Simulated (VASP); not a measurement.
Input of a VASP 6.6.1 run:

Contents of POSCAR:

```
Ir
1.0
    2.7182807111      0.0000000000      0.0000000000
    0.0000000000      2.7182807111      0.0000000000
    0.0000000000      0.0000000000     22.7663441720
Ir
4
Direct
    0.5000000000      0.5000000000      0.3733581437
    0.0000000000      0.0000000000      0.4577860479
    0.5000000000      0.5000000000      0.5427702248
    0.0000000000      0.0000000000      0.6228805026
```

The input INCAR.step1:

```
ALGO = Normal
DIPOL = 0.5 0.5 0.499
EDIFF = 1E-4
ENCUT = 520
GGA = PE
IDIPOL = 3
ISMEAR = 0
LASPH = T
LCHARG = F
LDIPOL = T
LREAL = F
LWAVE = T
NBANDS = 26
NELM = 100
PREC = Accurate
SIGMA = 0.1
```

The input INCAR.step2:

```
ALGO = Normal
DIPOL = 0.5 0.5 0.499
EDIFF = 1E-6
ENCUT = 520
IDIPOL = 3
ISIF = 2
ISMEAR = 0
ISTART = 1
LASPH = T
LCHARG = F
LDIPOL = T
LMIXTAU = T
LREAL = F
LWAVE = F
METAGGA = R2SCAN
NBANDS = 26
NELM = 100
PREC = Accurate
SIGMA = 0.1
```

File KPOINTS:

```
k-points
0
Gamma
  11 11 1
```

Potentials or basis: VASP PAW PBE potentials, release 64 (Ir).

Launch:

```console
$ cat potpaw_PBE.64/Ir/POTCAR > POTCAR
$ cp INCAR.step1 INCAR
$ mpirun -np 1 vasp_std > vasp.out
$ cp INCAR.step2 INCAR
$ mpirun -np 1 vasp_std > vasp.out
```

Question: Predict the largest force.

Answer: 1.004 eV/Å.

Question: What does it give for the band gap on the k mesh?

Answer: Zero (bands 18 and 19 overlap by 1.96 eV).

Forces in eV/Å, atoms in the order of the input:
```
Ir   0.000  0.000  0.870
Ir   0.000  0.000 -1.004
Ir   0.000  0.000 -0.023
Ir   0.000  0.000  0.156
```

Caveat: the PAW data sets were made with another functional, which shifts forces and pressure a little; spin-orbit coupling is left out, which moves the levels of the heavy elements.
